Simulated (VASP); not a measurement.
Here is a VASP 6.6.1 calculation.

File INCAR:

```
SYSTEM = BaTe
PREC = Accurate
ENCUT = 500
EDIFF = 1E-6
ISMEAR = -1
SIGMA = 0.02
LREAL = .False.
LASPH = .True.
NELM = 120
ALGO = Normal
ISIF = 2
LWAVE = .False.
LCHARG = .False.
GGA = PE
NBANDS = 15
GGA_COMPAT = .False.
```

The input KPOINTS:

```
Automatic mesh
0
Gamma
  6 6 6
  0 0 0
```

File POSCAR:

```
BaTe
1.0
    0.0000000000      3.9141586662      3.9141586662
    4.0707250128      0.0000000000      3.9141586662
    4.0707250128      3.9141586662      0.0000000000
Ba Te
1 1
Direct
    0.0000000000      0.0000000000      0.0000000000
    0.2500000000      0.2500000000      0.2500000000
```

Potentials or basis: VASP PAW PBE potentials, release 64 (Ba_sv, Te).

Command:

```sh
$ cat potpaw_PBE.64/Ba_sv/POTCAR potpaw_PBE.64/Te/POTCAR > POTCAR
$ mpirun -np 1 vasp_std > vasp.out
```

Question: What does it give for the band gap on the k mesh?

Answer: 2.49 eV, indirect (least direct gap 2.85 eV).

Question: What does it give for the pressure?

Answer: -0.5 GPa.

Stress tensor (GPa, compression positive):
```
-0.60  0.00  0.00
 0.00 -0.46  0.00
 0.00  0.00 -0.46
```

Caveat: the cell differs from its parent crystal (uniaxial x strain +4.0%); spin-orbit coupling is left out, which moves the levels of the heavy elements. A k mesh can miss the band edges.
